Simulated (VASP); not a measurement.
Set up this calculation in VASP 6.6.1, as the native input.

```yaml
Task: single point
Functional: PBE
Potentials_or_basis: VASP PAW PBE potentials, release 64 (Ge_d)
Cutoff: 520 eV
k_mesh: 12 × 12 × 1
Occupations: gaussian, width 0.1 eV
Spin: no spin polarisation
Dipole_correction: yes
Further_INCAR_settings: ALGO = Normal; EDIFF = 1e-06; NBANDS = 21
```

The structure of Ge lies in POSCAR:

```
Ge
1.0
    4.0510000000      0.0000000000      0.0000000000
   -2.0255000000      3.5082689107      0.0000000000
    0.0000000000      0.0000000000     28.0000000000
Ge
2
Direct
    0.3333333333      0.6666666667      0.5129821429
    0.6666666667      0.3333333333      0.4870178571
```

The input as run:

INCAR

```
  ALGO = Normal
  DIPOL = 0.5 0.5 0.500
  EDIFF = 1E-6
  ENCUT = 520
  GGA = PE
  IDIPOL = 3
  ISIF = 2
  ISMEAR = 0
  LASPH = T
  LCHARG = F
  LDIPOL = T
  LREAL = F
  LWAVE = F
  NBANDS = 21
  NELM = 100
  PREC = Accurate
  SIGMA = 0.1
```

KPOINTS

```
k-points
0
Gamma
  12 12 1
```

Potentials or basis: VASP PAW PBE potentials, release 64 (Ge_d).

The run is started by

```bash
$ cat potpaw_PBE.64/Ge_d/POTCAR > POTCAR
$ mpirun -np 1 vasp_std > vasp.out
```

Results of the run:

* Largest force: 0.200 eV/Å
* Band gap on the k mesh: zero (filled and empty bands touch)

Wall time 2.5 min on 1 thread of Intel(R) Xeon(R) 6975P-C (Granite Rapids), on a shared host, peak memory 0.51 GiB.
